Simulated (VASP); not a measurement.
Crystal: CsSnBr3.

```
Cs Sn Br
1.0
     5.89529    0.00000    0.00000
     0.00000    5.89529    0.00000
     0.00000    0.00000    5.89529
Cs Sn Br
1 1 3
Direct
  0.00000 0.00000 0.00000
  0.50000 0.50000 0.50000
  0.50000 0.00000 0.50000
  0.50000 0.50000 0.00000
  0.00000 0.50000 0.50000
```

```yaml
Program: VASP 6.6.1
Task: relaxation of cell and atoms
Functional: PBE
Dispersion: D3(BJ)
Potentials_or_basis: VASP PAW PBE potentials, release 64 (Cs_sv, Sn_d, Br)
Cutoff: 500 eV
k_mesh: 6 × 6 × 6
Occupations: gaussian, width 0.02 eV
Spin: no spin polarisation
```

At the start: pressure -0.8 GPa; volume 40.98 Å³/atom.

Q: Where does the relaxation end?

A: Over 3 steps the energy falls by 4.2 meV/atom and the volume is 39.37 Å³/atom (-3.9 %); space group Pm-3m (No. 221, to 0.05 Å).

The path:
| step | energy change (eV) | largest force (eV/Å) | pressure (GPa) | volume (Å³) |
| --- | --- | --- | --- | --- |
| 1 | 0.0000 | 0.0000 | -0.80 | 204.89 |
| 2 | -0.0195 | 0.0000 | -0.23 | 198.89 |
| 3 | -0.0210 | 0.0000 | -0.01 | 196.86 |

Final structure:
```xyz
5
Lattice="5.8172 0.0000 0.0000 0.0000 5.8172 0.0000 0.0000 0.0000 5.8172" Properties=species:S:1:pos:R:3 pbc="T T T"
Cs    0.0000    0.0000    0.0000
Sn    2.9086    2.9086    2.9086
Br    2.9086    0.0000    2.9086
Br    2.9086    2.9086    0.0000
Br    0.0000    2.9086    2.9086
```
